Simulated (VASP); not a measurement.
**TaAs: single point with PBE**

TaAs:

```xyz
4
Lattice="-1.7309 1.7309 5.8733 1.7309 -1.7309 5.8733 1.7309 1.7309 -5.8733" Properties=species:S:1:pos:R:3 pbc="T T T"
Ta    1.7309    0.0000    5.8752
Ta    0.0000    0.0000    8.8118
As    1.7309    0.0000    0.9683
As    0.0000    0.0000    3.9050
```

```
Program             : VASP 6.6.1
Task                : single point
Functional          : PBE
Potentials or basis : VASP PAW PBE potentials, release 64 (Ta_sv_GW, As_d)
Cutoff              : 510 eV
k mesh              : 8 × 8 × 8
Occupations         : fermi-dirac, width 0.02 eV
Spin                : no spin polarisation
```

* Pressure: -0.2 GPa
* Band gap on the k mesh: zero (bands 28 and 29 overlap by 0.05 eV)

Forces on the atoms (eV/Å):
```
Ta   0.000  0.000 -0.002
Ta   0.000  0.000 -0.002
As   0.000  0.000  0.002
As   0.000  0.000  0.002
```

Levels at points of the mesh, in eV from the Fermi level:
| k point | band 26 | band 27 | band 28 | band 29 | band 30 | band 31 |
| --- | --- | --- | --- | --- | --- | --- |
| (0.00, 0.00, 0.00) | -1.93 | -1.66 | -1.66 | 0.85 | 1.52 | 2.28 |
| (0.50, 0.00, 0.00) | -2.32 | -1.56 | -0.29 | 0.10 | 1.33 | 2.19 |
| (0.50, 0.50, 0.00) | -3.19 | -1.15 | -1.15 | 2.72 | 2.72 | 2.99 |
| (0.50, 0.50, 0.50) | -2.77 | -0.98 | -0.98 | 1.17 | 1.17 | 2.24 |

It took 11 min on 1 thread of AMD EPYC 7R43 64-Core Processor (Zen 3) (shared host), peak memory 0.36 GiB.

Caveat: spin-orbit coupling is left out, which moves the levels of the heavy elements.
